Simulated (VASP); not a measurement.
Input of a VASP 6.6.1 run:

The input INCAR:

```
SYSTEM = AgCl
ALGO = Normal ; EDIFF = 1E-7
EDIFFG = -0.08 ; ENCUT = 450
GGA = PE ; GGA_COMPAT = .False.
IBRION = 2 ; ISIF = 2
ISMEAR = 0 ; LASPH = .True.
LCHARG = .False. ; LREAL = .False.
LWAVE = .False. ; NELM = 120
NELMIN = 4 ; NSW = 30
PREC = Accurate ; SIGMA = 0.1
```

The input KPOINTS:

```
k-points
0
Gamma
  1 1 1
  0 0 0
```

The input POSCAR:

```
AgCl
1.0
    3.4339730000      0.0000000000      0.0000000000
    0.0000000000      3.4339730000      0.0000000000
    0.0000000000      0.0000000000      3.4339730000
Ag Cl
1 1
Direct
    0.0000000000      0.0000000000      0.0000000000
    0.5000000000      0.5000000000      0.5000000000
```

Potentials or basis: VASP PAW PBE potentials, release 64 (Ag, Cl).

Run with:

```bash
$ cat potpaw_PBE.64/Ag/POTCAR potpaw_PBE.64/Cl/POTCAR > POTCAR
$ mpirun -np 1 vasp_gam > vasp.out
```

Problem. Predict the band gap on the k mesh.

Solution. 1.23 eV.

Final structure:
```
Ag Cl
1.0
     3.43397    0.00000    0.00000
     0.00000    3.43397    0.00000
     0.00000    0.00000    3.43397
Ag Cl
1 1
Cartesian
  0.0000 0.0000 0.0000
  1.7170 1.7170 1.7170
```

Caveat: the k points lie up to 1.83 Å⁻¹ apart; the relaxation stopped at its first step, so nothing moved. A k mesh can miss the band edges.
